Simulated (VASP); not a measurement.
Write the native input for VASP 6.6.1 that does the following.

| Quantity | Value |
| --- | --- |
| Task | single point |
| Functional | PBE |
| Potentials or basis | VASP PAW PBE potentials, release 64 (Ga_d, H) |
| Cutoff | 500 eV |
| k mesh | 5 × 5 × 4 |
| Occupations | gaussian, width 0.15 eV |
| Spin | no spin polarisation |
| Dipole correction | no |
| Further INCAR settings | ALGO = Normal; EDIFF = 1e-06; NBANDS = 14 |

The structure of GaH lies in POSCAR:

```
GaH
1.0
    3.3830961740      0.0000000000      0.0000000000
   -1.6915480870      2.9298472301      0.0000000000
    0.0000000000      0.0000000000      2.6783862925
Ga H
1 1
Direct
    0.6666666667      0.3333333333      0.0000000000
    0.0000000000      0.0000000000      0.0000000000
```

The cell was generated, and may not be a known phase.

One way to write it, as run:

INCAR

```
PREC = Accurate
ENCUT = 500
EDIFF = 1E-6
ISMEAR = 0
SIGMA = 0.15
LREAL = F
LASPH = T
NELM = 120
ALGO = Normal
ISIF = 2
LWAVE = F
LCHARG = F
GGA = PE
NBANDS = 14
GGA_COMPAT = F
```

KPOINTS

```
regular mesh
0
Gamma
  5 5 4
```

Potentials or basis: VASP PAW PBE potentials, release 64 (Ga_d, H).

Launch:

```bash
$ cat potpaw_PBE.64/Ga_d/POTCAR potpaw_PBE.64/H/POTCAR > POTCAR
$ mpirun -np 1 vasp_std > vasp.out
```

It gave:

```yaml
Pressure: -0.3 GPa
Band_gap_on_the_k_mesh: zero (bands 7 and 8 overlap by 3.86 eV)
```

Caveat: the k points lie up to 0.59 Å⁻¹ apart, too coarse for converged energies and pressures of a metal.

Wall time 5.7 s on 1 thread of AMD EPYC 7R13 Processor (Zen 3), with other jobs on the host, peak memory 0.11 GiB.
